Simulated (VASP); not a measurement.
# TaS2 in VASP: relaxation of the atoms with PBE+D3(BJ)

Aim: the relaxation of the atoms of TaS2 with PBE+D3(BJ).

Program: VASP 6.6.1. These are calculated values, not measurements. Logs are shortened: lines on timing, memory, paths and dates and some standing lists are left out, and cuts for length are marked.

## (1) The cell of the first run

The cell holds a slab with vacuum, 6 atoms: a = 3.350 Å, b = 3.350 Å, c = 26.790 Å, α = 90.00°, β = 90.00°, γ = 120.00°.

## (2) Relaxation of the atoms, PBE+D3(BJ)

INCAR reads:

```
SYSTEM = TaS2
  ALGO = Normal
  DIPOL = 0.5 0.5 0.500
  EDIFF = 1E-7
  EDIFFG = -0.04
  ENCUT = 450
  GGA = PE
  GGA_COMPAT = .FALSE.
  IBRION = 2
  IDIPOL = 3
  ISIF = 2
  ISMEAR = 0
  IVDW = 12
  LASPH = .TRUE.
  LCHARG = .FALSE.
  LDIPOL = .TRUE.
  LREAL = .FALSE.
  LWAVE = .FALSE.
  NELM = 120
  NELMDL = -8
  NELMIN = 4
  NSW = 60
  PREC = Accurate
  SIGMA = 0.05
```

KPOINTS reads:

```
k-points
0
G
  9 9 1
  0 0 0
```

POSCAR reads:

```
TaS2
1.0
    3.3500021200      0.0000000000      0.0000000000
   -1.6750010600      2.9011869400      0.0000000000
    0.0000000000      0.0000000000     26.7899999250
S Ta
4 2
Direct
    0.6666666700      0.3333333300      0.3359462495
    0.3333333300      0.6666666700      0.4453154198
    0.6666666700      0.3333333300      0.5546845802
    0.3333333300      0.6666666700      0.6640537505
    0.0000000000      0.0000000000      0.3906308297
    0.0000000000      0.0000000000      0.6093691703
```

Potentials or basis: VASP PAW PBE potentials, release 64 (S, Ta_pv).

Launch:

```bash
> cat potpaw_PBE.64/S/POTCAR potpaw_PBE.64/Ta_pv/POTCAR > POTCAR
> mpirun -np 1 vasp_std > vasp.out
```

OUTCAR:

```text
SYSTEM = TaS2
   EDIFF = 1E-7
   EDIFFG = -0.04
   ENCUT = 450
   GGA = PE
   IBRION = 2
   ISIF = 2
   ISMEAR = 0
   IVDW = 12
   LASPH = .TRUE.
   LREAL = .FALSE.
   NELM = 120
   NELMDL = -8
   NELMIN = 4
   NSW = 60
   PREC = Accurate
 IVDW          = 12

 ion  position               nearest neighbor table
   1  0.667  0.333  0.336-   5 2.43   5 2.43   5 2.43
   2  0.333  0.667  0.445-   5 2.43   5 2.43   5 2.43
   3  0.667  0.333  0.555-   6 2.43   6 2.43   6 2.43
   4  0.333  0.667  0.664-   6 2.43   6 2.43   6 2.43
   5  0.000  0.000  0.391-   1 2.43   1 2.43   1 2.43   2 2.43   2 2.43   2 2.43
   6  0.000  0.000  0.609-   4 2.43   4 2.43   4 2.43   3 2.43   3 2.43   3 2.43

  LATTYP: Found a hexagonal cell.
 ALAT       =     3.3500021200
 C/A-ratio  =     7.9970098422

  Lattice vectors:

 A1 = (   3.3500021200,   0.0000000000,   0.0000000000)
 A2 = (  -1.6750010600,   2.9011869400,   0.0000000000)
 A3 = (   0.0000000000,   0.0000000000,  26.7899999250)

Analysis of symmetry for initial positions (statically):
=====================================================================
 Subroutine PRICEL returns:
 Original cell was already a primitive cell.

 Routine SETGRP: Setting up the symmetry group for a
 hexagonal supercell.

 Subroutine GETGRP returns: Found 12 space group operations
 (whereof 12 operations were pure point group operations)
 out of a pool of 24 trial point group operations.

The static configuration has the point symmetry D_3d.

Analysis of symmetry for dynamics (positions and initial velocities):
=====================================================================
 Subroutine PRICEL returns:
 Original cell was already a primitive cell.

 Routine SETGRP: Setting up the symmetry group for a
 hexagonal supercell.

 Subroutine GETGRP returns: Found 12 space group operations
 (whereof 12 operations were pure point group operations)
 out of a pool of 24 trial point group operations.

The dynamic configuration has the point symmetry D_3d.

 Subroutine INISYM returns: Found 12 space group operations
 (whereof 12 operations are pure point group operations),
 and found     1 'primitive' translations

----------------------------------------------------------------------------------------

                                     Primitive cell

  volume of cell :     260.3715

  direct lattice vectors                    reciprocal lattice vectors
     3.350002120  0.000000000  0.000000000     0.298507274  0.172343255  0.000000000
    -1.675001060  2.901186940  0.000000000     0.000000000  0.344686510  0.000000000
     0.000000000  0.000000000 26.789999925     0.000000000  0.000000000  0.037327361

  length of vectors
     3.350002120  3.350002121 26.789999925     0.344686510  0.344686510  0.037327361

  position of ions in fractional coordinates (direct lattice)
     0.666666670  0.333333330  0.335946249
     0.333333330  0.666666670  0.445315420
     0.666666670  0.333333330  0.554684580
     0.333333330  0.666666670  0.664053751
     0.000000000  0.000000000  0.390630830
     0.000000000  0.000000000  0.609369170

  ion indices of the primitive-cell ions
   primitive index   ion index
                 1           1
                 2           2
                 3           3
                 4           4
                 5           5
                 6           6

----------------------------------------------------------------------------------------

 KPOINTS: k-points

Automatic generation of k-mesh.
 Grid dimensions read from file:
 generate k-points for:    9    9    1

 Generating k-lattice:

  Cartesian coordinates                     Fractional coordinates (reciprocal lattice)
     0.033167475  0.019149251  0.000000000     0.111111111 -0.000000000  0.000000000
     0.000000000  0.038298501  0.000000000     0.000000000  0.111111111  0.000000000
     0.000000000  0.000000000  0.037327361     0.000000000  0.000000000  1.000000000

  Length of vectors
     0.038298501  0.038298501  0.037327361

  Shift w.r.t. Gamma in fractional coordinates (k-lattice)
     0.000000000  0.000000000  0.000000000

 Subroutine IBZKPT returns following result:
 ===========================================

 Found     12 irreducible k-points:

 Following reciprocal coordinates:
            Coordinates               Weight
  0.000000  0.000000  0.000000      1.000000
  0.111111 -0.000000  0.000000      6.000000
  0.222222 -0.000000  0.000000      6.000000
  0.333333  0.000000  0.000000      6.000000
  0.444444 -0.000000  0.000000      6.000000
  0.111111  0.111111  0.000000      6.000000
  0.222222  0.111111  0.000000     12.000000
  0.333333  0.111111  0.000000     12.000000
  0.444444  0.111111  0.000000      6.000000
  0.222222  0.222222  0.000000      6.000000
  0.333333  0.222222  0.000000     12.000000
  0.333333  0.333333  0.000000      2.000000
   k-points           NKPTS =     12   k-points in BZ     NKDIM =     12   number of bands    NBANDS=     27
   number of dos      NEDOS =    301   number of ions     NIONS =      6
   total plane-waves  NPLWV = 110592
   dimension x,y,z NGX =    24 NGY =   24 NGZ =  192
   dimension x,y,z NGXF=    48 NGYF=   48 NGZF=  384
   ions per type =               4   2
   NGX,Y,Z   is equivalent  to a cutoff of  11.91, 11.91, 11.91 a.u.
   NGXF,Y,Z  is equivalent  to a cutoff of  23.82, 23.82, 23.83 a.u.
 SYSTEM =  TaS2
   PREC   = accura    normal or accurate (medium, high low for compatibility)
   ISTART =      0    job   : 0-new  1-cont  2-samecut
   ICHARG =      2    charge: 1-file 2-atom 10-const
   ISPIN  =      1    spin polarized calculation?
   LNONCOLLINEAR =      F non collinear calculations
   LSORBIT =      F    spin-orbit coupling
   LASPH  =      T    aspherical Exc in radial PAW
   ENCUT  =  450.0 eV  33.07 Ry    5.75 a.u.   5.79  5.79 46.34*2*pi/ulx,y,z
   NELM   =    120;   NELMIN=  4; NELMDL= -8     # of ELM steps
   EDIFF  = 0.1E-06   stopping-criterion for ELM
   LREAL  =      F    real-space projection
   EDIFFG = -.4E-01   stopping-criterion for IOM
   NSW    =     60    number of steps for IOM
   IBRION =      2    ionic relax: 0-MD 1-quasi-New 2-CG
   NFREE  =      1    steps in history (QN), initial steepest desc. (CG)
   ISIF   =      2    stress and relaxation
   ISYM   =      2    0-nonsym 1-usesym 2-fastsym
   POTIM  = 0.5000    time-step for ionic-motion
   TEBEG  =    0.0;   TEEND  =   0.0 temperature during run
   PSTRESS=    0.0 pullay stress
   NELECT =      46.0000    total number of electrons
   NUPDOWN=      -1.0000    fix difference up-down
   EMIN   =  10.00;   EMAX   =-10.00  energy-range for DOS
   EFERMI =   0.00;   METHOD = LEGACY
   ISMEAR =     0;   SIGMA  =   0.05  broadening in eV -4-tet -1-fermi 0-gaus
   EFERMI_NEDOS =   21; number of points for ismear=-14 and -15
   IALGO  =     38    algorithm
   IMIX   =      4    mixing-type and parameters
     AMIX     =   0.40;   BMIX     =  1.00
     AMIX_MAG =   1.60;   BMIX_MAG =  1.00
  volume/ion in A,a.u.               =      43.40       292.85
  Fermi-wavevector in a.u.,A,eV,Ry     =   0.918607  1.735915 11.481116  0.843838
  Thomas-Fermi vector in A             =   2.043707
   LORBIT       =      0    0 simple, 1 ext, 2 COOP (PROOUT), +10 PAW based schemes
   GGA     = PE    functional components
   LHFCALC =     F    Hartree Fock is set to
   AEXX    =    0.0000 exact exchange contribution
   IVDW    =    12    specifies the selected vdW correction
   LEPSILON=     F    determine dielectric tensor
   LRPA    =     F    only Hartree local field effects (RPA)
 conjugate gradient relaxation of ions
 non-spin polarized calculation
 Gauss-broadening in eV      SIGMA  =   0.05
  energy-cutoff  :      450.00
  volume of cell :      260.37
 maximum number of plane-waves:      5677
 NGX is ok and might be reduce to    24
   NGX = 11   NGY = 11   NGZ = 93

--------------------------------------- Ionic step        1  -------------------------------------------

 number of electron      45.9999992 magnetization

 Free energy of the ion-electron system (eV)
  ---------------------------------------------------
  ext. energy  EPLUGINS =         0.00000000
  ---------------------------------------------------
  free energy    TOTEN  =       -46.04840082 eV

  energy without entropy =      -46.04334739  energy(sigma->0) =      -46.04587411

------------------------ aborting loop because EDIFF is reached ----------------------------------------

 Edisp (eV)   -2.09199

 E8    (eV) :    -0.9246

  FORCE on cell =-STRESS in cart. coord.  units (eV):
  Direction    XX          YY          ZZ          XY          YZ          ZX
  --------------------------------------------------------------------------------------
  -------------------------------------------------------------------------------------
  Total       3.06851     3.06851     6.97762     0.00000     0.00000    -0.00000
  in kB      18.88183    18.88183    42.93628     0.00000     0.00000    -0.00000
  external pressure =       26.90 kB  Pullay stress =        0.00 kB
[... 153 lines left out ...]
  FREE ENERGIE OF THE ION-ELECTRON SYSTEM (eV)
  ---------------------------------------------------
  free  energy   TOTEN  =       -48.3293086543 eV

  energy  without entropy=      -48.3251640766  energy(sigma->0) =      -48.32723637

 dipolmoment           0.000000      0.000000      0.000000 electrons x Angstroem

--------------------------------------- Ionic step        5  -------------------------------------------

 number of electron      45.9999992 magnetization

------------------------ aborting loop because EDIFF is reached ----------------------------------------

 Edisp (eV)   -2.08161

 E8    (eV) :    -0.9202
[... 33 lines left out ...]
  energy  without entropy=      -48.3252441533  energy(sigma->0) =      -48.32731683

--------------------------------------- Ionic step        6  -------------------------------------------

 number of electron      45.9999993 magnetization

 dipolmoment           0.000000      0.000000     -0.000000 electrons x Angstroem

 Free energy of the ion-electron system (eV)
  ---------------------------------------------------
  ext. energy  EPLUGINS =         0.00000000
  ---------------------------------------------------
  free energy    TOTEN  =       -46.24789446 eV

  energy without entropy =      -46.24374956  energy(sigma->0) =      -46.24582201

 E-fermi :  -0.4677     XC(G=0):  -5.0402

 val. band max:       -0.4997012088   @ k =   0.3333   0.1111   0.0000
 cond. band min:      -0.3412795359   @ k =   0.1111  -0.0000   0.0000
 fundamental gap:      0.1584216729
 Fermi energy:        -0.4677248184

 k-point     1 :       0.0000    0.0000    0.0000
  band No.  band energies     occupation
      1     -35.7119      2.00000
      2     -35.7119      2.00000
      3     -35.6899      2.00000
      4     -35.6899      2.00000
      5     -35.6899      2.00000
      6     -35.6899      2.00000
[... 349 lines left out ...]
     26       1.1017      0.00000
     27       1.4465      0.00000

------------------------ aborting loop because EDIFF is reached ----------------------------------------

 vacuum level on the upper side and lower side of the slab       (xc-potential included)        -0.017        -0.017

 Edisp (eV)   -2.08160

 E8    (eV) :    -0.9202

  FORCE on cell =-STRESS in cart. coord.  units (eV):
  Direction    XX          YY          ZZ          XY          YZ          ZX
  --------------------------------------------------------------------------------------
  -------------------------------------------------------------------------------------
  Total      -0.71882    -0.71882    -0.38658     0.00000     0.00000    -0.00000
  in kB      -4.42319    -4.42319    -2.37877     0.00000     0.00000    -0.00000
  external pressure =       -3.74 kB  Pullay stress =        0.00 kB
[... 21 lines left out ...]
  FREE ENERGIE OF THE ION-ELECTRON SYSTEM (eV)
  ---------------------------------------------------
  free  energy   TOTEN  =       -48.3294989975 eV

  energy  without entropy=      -48.3253540961  energy(sigma->0) =      -48.32742655

 reached required accuracy - stopping structural energy minimisation

 vacuum level on the upper side and lower side of the slab         4.687         4.687
```

Run time: 4.8 min. Hardware: 1 thread of Intel Xeon Platinum 8375C at 2.90GHz (Ice Lake), shared host; peak memory 0.36 GiB.

What came out:

| Property | Result |
| --- | --- |
| Free energy | -48.3295 eV |
| Energy gained by relaxing | 31.5 meV/atom |
| Ionic steps | 6 |
| Largest force after relaxing | 0.034 eV/Å |
| Band gap on the k mesh | zero (band 23 reaches 1.06 eV, above the bottom of band 24 at -1.34 eV) |
| Dispersion energy per atom | -0.347 eV |

Forces on the atoms (eV/Å):
```
S    0.000  0.000  0.034
S    0.000  0.000 -0.015
S    0.000  0.000  0.015
S    0.000  0.000 -0.034
Ta   0.000  0.000  0.010
Ta   0.000  0.000 -0.010
```

The path:
| step | energy change (eV) | largest force (eV/Å) | pressure (GPa) |
| --- | --- | --- | --- |
| 1 | 0.0000 | 1.3003 | 2.69 |
| 2 | -0.1845 | 0.2329 | 0.13 |
| 3 | -0.1890 | 0.0536 | -0.31 |
| 4 | -0.1889 | 0.0648 | -0.37 |
| 5 | -0.1890 | 0.0612 | -0.38 |
| 6 | -0.1891 | 0.0337 | -0.37 |

Final structure:
```
S Ta
1.0
     3.35000    0.00000    0.00000
    -1.67500    2.90119    0.00000
     0.00000    0.00000   26.79000
S Ta
4 2
Direct
  0.66667 0.33333 0.33315
  0.33333 0.66667 0.44817
  0.66667 0.33333 0.55183
  0.33333 0.66667 0.66685
  0.00000 0.00000 0.39080
  0.00000 0.00000 0.60920
```

Levels at points of the mesh, in eV from the Fermi level:
| k point | band 18 | band 19 | band 20 | band 21 | band 22 | band 23 | band 24 | band 25 | band 26 | band 27 |
| --- | --- | --- | --- | --- | --- | --- | --- | --- | --- | --- |
| (0.00, 0.00, 0.00) | -1.89 | -0.67 | -0.67 | -0.58 | -0.58 | 0.23 | 0.23 | 0.25 | 0.25 | 0.29 |

Caveat: spin-orbit coupling is left out, which moves the levels of the heavy elements.
